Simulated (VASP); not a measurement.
A run of VASP 6.6.1 is set up as follows.

INCAR

```
SYSTEM = Pb
PREC = Accurate
ENCUT = 520
EDIFF = 1E-6
ISMEAR = -1
SIGMA = 0.05
LREAL = .FALSE.
LASPH = .TRUE.
NELM = 80
ALGO = Normal
ISIF = 2
LWAVE = .FALSE.
LCHARG = .FALSE.
GGA = PS
IVDW = 12
NBANDS = 13
```

KPOINTS

```
regular mesh
0
G
  9 9 9
  0 0 0
```

POSCAR

```
Pb
1.0
    0.0000000000      2.4415696833      2.4415696833
    2.4415696833      0.0000000000      2.4415696833
    2.4415696833      2.4415696833      0.0000000000
Pb
1
Direct
    0.0000000000      0.0000000000      0.0000000000
```

Potentials or basis: VASP PAW PBE potentials, release 64 (Pb_d).

Launch:

```bash
$ cat potpaw_PBE.64/Pb_d/POTCAR > POTCAR
$ mpirun -np 1 vasp_std > vasp.out
```

What does it give for the pressure?

-1.2 GPa.

Predict the band gap on the k mesh.

zero (band 7 reaches 15.30 eV, above the bottom of band 8 at 5.92 eV).

What does it give for the dispersion energy per atom?

-0.461 eV.

Caveat: the PAW data sets were made with another functional, which shifts forces and pressure a little; spin-orbit coupling is left out, which moves the levels of the heavy elements; pairwise dispersion overbinds metals, which lowers pressure and volume.
